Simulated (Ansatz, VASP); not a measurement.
Two plane-wave programs on Sc3Al2

```
Sc Al
1.0
     3.21861    0.00000    0.00000
    -1.60931    2.78740    0.00000
     0.00000    0.00000   24.09444
Sc Al
6 4
Direct
  0.33333 0.66667 0.50000
  0.66667 0.33333 0.00000
  0.66667 0.33333 0.19450
  0.66667 0.33333 0.39029
  0.66667 0.33333 0.60971
  0.66667 0.33333 0.80550
  0.33333 0.66667 0.90268
  0.33333 0.66667 0.09732
  0.33333 0.66667 0.29201
  0.33333 0.66667 0.70799
```

Alike in both runs: functional PBE; k mesh 6 × 6 × 1; occupations gaussian, width 0.1 eV; no spin polarisation.

Ansatz relaxed the structure, and its values are those at the end. VASP's run is a single point on that final structure, the one shown.

|  | VASP | Ansatz |
| --- | --- | --- |
| version | VASP 6.6.1 | Ansatz 0.2.0 |
| potentials or method | VASP PAW PBE potentials, release 64 (Sc_sv, Al), cutoff 520 eV | scalar-relativistic, plane waves, PAW |
| valence electrons in the cell | 78 | 78 |

|  | VASP | Ansatz | Ansatz less VASP |
| --- | --- | --- | --- |
| gap on the k mesh at the Fermi level (eV) | none | none | - |
| pressure (GPa) | 0.2 | 0.1 | -0.05 |
| rms of the force components (eV/Å) | 0.003 | 0.003 | -0.0002 |

A gap of «none» marks a metal or a gap that the smearing closes. The functional is the same, so the differences come from potentials, cutoffs and numerics.

The k mesh is coarse, so the values compare programs but aren't converged.
